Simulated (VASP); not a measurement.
# HPbNO4 (P1) in VASP: single point with r2SCAN+D4

Aim: the single point of HPbNO4 with r2SCAN+D4.

Everything below comes from runs of VASP 6.6.1. Logs are shortened: lines on timing, memory, paths and dates and some standing lists are left out, and cuts for length are marked.

### Step 1. The cell of the first run

The typed cell holds 7 atoms: a = 3.764 Å, b = 3.983 Å, c = 6.557 Å, α = 75.44°, β = 79.17°, γ = 73.80°.

### Step 2. Single point, r2SCAN+D4

File POSCAR:

```
HPbNO4
1.0
    3.7548214886     -0.2592537130      0.0315026994
    1.3714196000      3.7381769977      0.0884736235
    1.2610990390      1.1432972809      6.3325773098
H Pb N O
1 1 1 4
Direct
    0.8570307209      0.6530741108      0.6102984841
    0.1732120623      0.9105692570      0.8791130470
    0.2596225641      0.3101986356      0.3114567391
    0.8210403392      0.6109820039      0.7652096898
    0.4333857822      0.2707860845      0.1306517270
    0.3610421482      0.0838496837      0.4718061936
   -0.0066036168      0.5763402245      0.3229641193
```

File INCAR.step1:

```
SYSTEM = HPbNO4
PREC = Accurate
ENCUT = 520
ISMEAR = -1
SIGMA = 0.05
LREAL = .False.
LASPH = .True.
NELM = 100
NBANDS = 31
GGA = PE
ALGO = Normal
EDIFF = 1E-4
LWAVE = .True.
LCHARG = .False.
```

File INCAR.step2:

```
SYSTEM = HPbNO4
PREC = Accurate
ENCUT = 520
EDIFF = 1E-6
ISMEAR = -1
SIGMA = 0.05
LREAL = .False.
LASPH = .True.
NELM = 100
ALGO = Normal
ISIF = 2
LWAVE = .False.
LCHARG = .True.
METAGGA = R2SCAN
LMIXTAU = .True.
IVDW = 13
VDW_S6 = 1.0
VDW_S8 = 0.6018749
VDW_A1 = 0.51559235
VDW_A2 = 5.77342911
LELF = .True.
LVHAR = .True.
NBANDS = 31
ISTART = 1
```

File KPOINTS:

```
regular mesh
0
Gamma
  5 5 3
  0 0 0
```

Potentials or basis: VASP PAW PBE potentials, release 64 (H, Pb_d, N, O).

The run is started by

```bash
$ cat potpaw_PBE.64/H/POTCAR potpaw_PBE.64/Pb_d/POTCAR potpaw_PBE.64/N/POTCAR potpaw_PBE.64/O/POTCAR > POTCAR
$ cp INCAR.step1 INCAR
$ mpirun -np 1 vasp_std > vasp.out
$ cp INCAR.step2 INCAR
$ mpirun -np 1 vasp_std > vasp.out
```

OUTCAR:

```text
SYSTEM = HPbNO4
   PREC = Accurate
   ENCUT = 520
   EDIFF = 1E-6
   ISMEAR = -1
   LREAL = .False.
   LASPH = .True.
   NELM = 100
   ISIF = 2
   METAGGA = R2SCAN
   IVDW = 13
   ISTART = 1

 ion  position               nearest neighbor table
   1  0.857  0.653  0.610-   4 0.98
   2  0.173  0.911  0.879-   4 2.33   4 2.46   6 2.60   5 2.70   4 2.71   5 2.88   7 2.92
   3  0.260  0.310  0.311-   6 1.24   7 1.25   5 1.27
   4  0.821  0.611  0.765-   1 0.98   2 2.33   2 2.46   2 2.71
   5  0.433  0.271  0.131-   3 1.27   2 2.70   2 2.88
   6  0.361  0.084  0.472-   3 1.24   2 2.60
   7  0.993  0.576  0.323-   3 1.25   2 2.92

  LATTYP: Found a triclinic cell.
 ALAT       =     3.7638928411
 B/A-ratio  =     1.2365881544
 C/A-ratio  =     2.0405873859
 COS(alpha) =     0.0064232897
 COS(beta)  =     0.4743087421
 COS(gamma) =     0.5698970443

  Lattice vectors:

 A1 = (   3.7548214886,  -0.2592537130,   0.0315026994)
 A2 = (   2.3834018886,  -3.9974307107,  -0.0569709241)
 A3 = (   3.8651420496,   2.3356260038,  -6.2126009869)

Analysis of symmetry for initial positions (statically):
=====================================================================
 Subroutine PRICEL returns:
 Original cell was already a primitive cell.

 Routine SETGRP: Setting up the symmetry group for a
 triclinic supercell.

 Subroutine GETGRP returns: Found  1 space group operations
 (whereof  1 operations were pure point group operations)
 out of a pool of  2 trial point group operations.

The static configuration has the point symmetry C_1 .

Analysis of symmetry for dynamics (positions and initial velocities):
=====================================================================
 Subroutine PRICEL returns:
 Original cell was already a primitive cell.

 Routine SETGRP: Setting up the symmetry group for a
 triclinic supercell.

 Subroutine GETGRP returns: Found  1 space group operations
 (whereof  1 operations were pure point group operations)
 out of a pool of  2 trial point group operations.

The dynamic configuration has the point symmetry C_1 .

 Subroutine INISYM returns: Found  1 space group operations
 (whereof  1 operations are pure point group operations),
 and found     1 'primitive' translations

----------------------------------------------------------------------------------------

                                     Primitive cell

  volume of cell :      90.6289

  direct lattice vectors                    reciprocal lattice vectors
     3.754821489 -0.259253713  0.031502699     0.260084143 -0.094595051 -0.034715975
     1.371419600  3.738176998  0.088473624     0.018512427  0.261924904 -0.050975143
     1.261099039  1.143297281  6.332577310    -0.001552482 -0.003188819  0.158798472

  length of vectors
     3.763892841  3.982786282  6.557364931     0.278921466  0.267480523  0.158838073

  position of ions in fractional coordinates (direct lattice)
     0.857030721  0.653074111  0.610298484
     0.173212062  0.910569257  0.879113047
     0.259622564  0.310198636  0.311456739
     0.821040339  0.610982004  0.765209690
     0.433385782  0.270786085  0.130651727
     0.361042148  0.083849684  0.471806194
     0.993396383  0.576340225  0.322964119

  ion indices of the primitive-cell ions
   primitive index   ion index
                 1           1
                 2           2
                 3           3
                 4           4
                 5           5
                 6           6
                 7           7

----------------------------------------------------------------------------------------

 KPOINTS: regular mesh

Automatic generation of k-mesh.
 Grid dimensions read from file:
 generate k-points for:    5    5    3

 Generating k-lattice:

  Cartesian coordinates                     Fractional coordinates (reciprocal lattice)
     0.052016829 -0.018919010 -0.006943195     0.200000000  0.000000000  0.000000000
     0.003702485  0.052384981 -0.010195029     0.000000000  0.200000000  0.000000000
    -0.000517494 -0.001062940  0.052932824     0.000000000  0.000000000  0.333333333

  Length of vectors
     0.055784293  0.053496105  0.052946024

  Shift w.r.t. Gamma in fractional coordinates (k-lattice)
     0.000000000  0.000000000  0.000000000

 Subroutine IBZKPT returns following result:
 ===========================================

 Found     38 irreducible k-points:

 Following reciprocal coordinates:
            Coordinates               Weight
  0.000000  0.000000  0.000000      1.000000
  0.200000  0.000000 -0.000000      2.000000
  0.400000  0.000000  0.000000      2.000000
 -0.000000  0.200000  0.000000      2.000000
  0.200000  0.200000  0.000000      2.000000
  0.400000  0.200000 -0.000000      2.000000
[... 16 lines left out ...]
 -0.200000  0.200000  0.333333      2.000000
  0.000000  0.400000  0.333333      2.000000
 [... further k-points ...]
   k-points           NKPTS =     38   k-points in BZ     NKDIM =     38   number of bands    NBANDS=     31
   number of dos      NEDOS =    301   number of ions     NIONS =      7
   total plane-waves  NPLWV =  42000
   dimension x,y,z NGX =    28 NGY =   30 NGZ =   50
   dimension x,y,z NGXF=    56 NGYF=   60 NGZF=  100
   ions per type =               1   1   1   4
   NGX,Y,Z   is equivalent  to a cutoff of  12.37, 12.52, 12.68 a.u.
   NGXF,Y,Z  is equivalent  to a cutoff of  24.73, 25.04, 25.35 a.u.
 SYSTEM =  HPbNO4
   PREC   = accura    normal or accurate (medium, high low for compatibility)
   ISTART =      1    job   : 0-new  1-cont  2-samecut
   ICHARG =      0    charge: 1-file 2-atom 10-const
   ISPIN  =      1    spin polarized calculation?
   LNONCOLLINEAR =      F non collinear calculations
   LSORBIT =      F    spin-orbit coupling
   LASPH  =      T    aspherical Exc in radial PAW
   ENCUT  =  520.0 eV  38.22 Ry    6.18 a.u.   7.00  7.41 12.19*2*pi/ulx,y,z
   NELM   =    100;   NELMIN=  2; NELMDL=  0     # of ELM steps
   EDIFF  = 0.1E-05   stopping-criterion for ELM
   LREAL  =      F    real-space projection
   EDIFFG = 0.1E-04   stopping-criterion for IOM
   NSW    =      0    number of steps for IOM
   IBRION =     -1    ionic relax: 0-MD 1-quasi-New 2-CG
   NFREE  =      0    steps in history (QN), initial steepest desc. (CG)
   ISIF   =      2    stress and relaxation
   ISYM   =      2    0-nonsym 1-usesym 2-fastsym
   POTIM  = 0.5000    time-step for ionic-motion
   TEBEG  =    0.0;   TEEND  =   0.0 temperature during run
   PSTRESS=    0.0 pullay stress
   NELECT =      44.0000    total number of electrons
   NUPDOWN=      -1.0000    fix difference up-down
   EMIN   =  10.00;   EMAX   =-10.00  energy-range for DOS
   EFERMI =   0.00;   METHOD = LEGACY
   ISMEAR =    -1;   SIGMA  =   0.05  broadening in eV -4-tet -1-fermi 0-gaus
   EFERMI_NEDOS =   21; number of points for ismear=-14 and -15
   IALGO  =     38    algorithm
   IMIX   =      4    mixing-type and parameters
     AMIX     =   0.40;   BMIX     =  1.00
     AMIX_MAG =   1.60;   BMIX_MAG =  1.00
  volume/ion in A,a.u.               =      12.95        87.37
  Fermi-wavevector in a.u.,A,eV,Ry     =   1.286679  2.431470 22.525020  1.655542
  Thomas-Fermi vector in A             =   2.418739
   LORBIT       =      0    0 simple, 1 ext, 2 COOP (PROOUT), +10 PAW based schemes
   METAGGA = R2SCAN    functional components
   LHFCALC =     F    Hartree Fock is set to
   AEXX    =    0.0000 exact exchange contribution
   IVDW    =    13    specifies the selected vdW correction
   LEPSILON=     F    determine dielectric tensor
   LRPA    =     F    only Hartree local field effects (RPA)
 non-spin polarized calculation
  energy-cutoff  :      520.00
  volume of cell :       90.63
 maximum number of plane-waves:      2457
   NGX = 13   NGY = 15   NGZ = 25

 number of electron      44.0000003 magnetization

 Free energy of the ion-electron system (eV)
  ---------------------------------------------------
  ext. energy  EPLUGINS =         0.00000000
  ---------------------------------------------------
  free energy    TOTEN  =       -98.11712449 eV

  energy without entropy =      -98.11712449  energy(sigma->0) =      -98.11712449

 E-fermi :   2.5231     XC(G=0):  -9.8646

 val. band max:        1.3522230306   @ k =   0.2000  -0.4000   0.3333
 cond. band min:       4.6067908294   @ k =   0.4000   0.4000   0.3333
 fundamental gap:      3.2545677988
 Fermi energy:         2.5230999985

 k-point     1 :       0.0000    0.0000    0.0000
  band No.  band energies     occupation
      1     -26.1771      2.00000
      2     -20.3900      2.00000
      3     -20.1224      2.00000
      4     -17.7889      2.00000
      5     -14.4476      2.00000
      6     -14.4102      2.00000
[... 23 lines left out ...]
     30      13.4687      0.00000
     31      14.5123      0.00000

 k-point     2 :       0.2000    0.0000   -0.0000
  band No.  band energies     occupation
      1     -26.1592      2.00000
      2     -20.4051      2.00000
      3     -20.1369      2.00000
      4     -17.7714      2.00000
      5     -14.4338      2.00000
      6     -14.3960      2.00000
[... 23 lines left out ...]
     30      13.3667      0.00000
     31      14.3989      0.00000

 k-point     3 :       0.4000    0.0000    0.0000
  band No.  band energies     occupation
      1     -26.1298      2.00000
      2     -20.4375      2.00000
      3     -20.1519      2.00000
      4     -17.7467      2.00000
      5     -14.4195      2.00000
      6     -14.4093      2.00000
[... 703 lines left out ...]
     30      13.4578      0.00000
     31      13.9205      0.00000

 k-point    24 :       0.0000    0.4000    0.3333
  band No.  band energies     occupation
      1     -26.1372      2.00000
      2     -20.4620      2.00000
      3     -20.1456      2.00000
      4     -17.7476      2.00000
      5     -14.4354      2.00000
      6     -14.3905      2.00000
[... 23 lines left out ...]
     30      13.0442      0.00000
     31      14.2100      0.00000

 [... further k-points ...]

------------------------ aborting loop because EDIFF is reached ----------------------------------------

  DFT-D4 for vdW energy calculation

  Edisp (eV):   -0.38617

  FORCE on cell =-STRESS in cart. coord.  units (eV):
  Direction    XX          YY          ZZ          XY          YZ          ZX
  --------------------------------------------------------------------------------------
  -------------------------------------------------------------------------------------
  Total       0.19121     0.75419     1.03963    -0.48106    -0.11267    -0.05369
  in kB       3.38029    13.33293    18.37894    -8.50435    -1.99182    -0.94909
  external pressure =       11.70 kB  Pullay stress =        0.00 kB

 VOLUME and BASIS-vectors are now :
 -----------------------------------------------------------------------------
  energy-cutoff  :      520.00
  volume of cell :       90.63
      direct lattice vectors                 reciprocal lattice vectors
     3.754821489 -0.259253713  0.031502699     0.260084143 -0.094595051 -0.034715975
     1.371419600  3.738176998  0.088473624     0.018512427  0.261924904 -0.050975143
     1.261099039  1.143297281  6.332577310    -0.001552482 -0.003188819  0.158798472

 POSITION                                       TOTAL-FORCE (eV/Angst)
 -----------------------------------------------------------------------------------
      4.88328      2.91687      3.94954        -0.009739     -0.013388     -0.163911
      3.00780      4.36405      5.65307         0.018902      0.039314      0.027250
      1.79303      1.44836      2.00795         0.036654     -0.059546     -0.067360
      4.88578      2.94596      4.92567        -0.007892     -0.021155      0.109364
      2.16341      1.04926      0.86497         0.141894     -0.161084     -0.458300
      2.06564      0.75926      3.00654         0.128643     -0.330563      0.494510
      4.92772      2.26616      2.12748        -0.308461      0.546422      0.058445
 -----------------------------------------------------------------------------------
    total drift:                               -0.000433      0.000173     -0.000128

  FREE ENERGIE OF THE ION-ELECTRON SYSTEM (eV)
  ---------------------------------------------------
  free  energy   TOTEN  =       -98.5032910617 eV

  energy  without entropy=      -98.5032910617  energy(sigma->0) =      -98.50329106
```

Wall time 6.6 min (1 thread of Intel Xeon Platinum 8259CL at 2.50GHz (Skylake/Cascade Lake), shared host); peak memory 0.27 GiB.

Results:

| Quantity | Value |
| --- | --- |
| Free energy | -98.5033 eV |
| Pressure | 1.2 GPa |
| Largest force | 0.630 eV/Å |
| Band gap on the k mesh | 3.25 eV (least direct gap 3.53 eV) |
| Dispersion energy per atom | -0.055 eV |

Forces on the atoms (eV/Å):
```
H   -0.010 -0.013 -0.164
Pb   0.019  0.039  0.027
N    0.037 -0.060 -0.067
O   -0.008 -0.021  0.109
O    0.142 -0.161 -0.458
O    0.129 -0.331  0.495
O   -0.308  0.546  0.058
```

Caveat: the standard files for N, O and F lose accuracy on very short bonds; the PAW data sets were made with another functional, which shifts forces and pressure a little; spin-orbit coupling is left out, which moves the levels of the heavy elements.
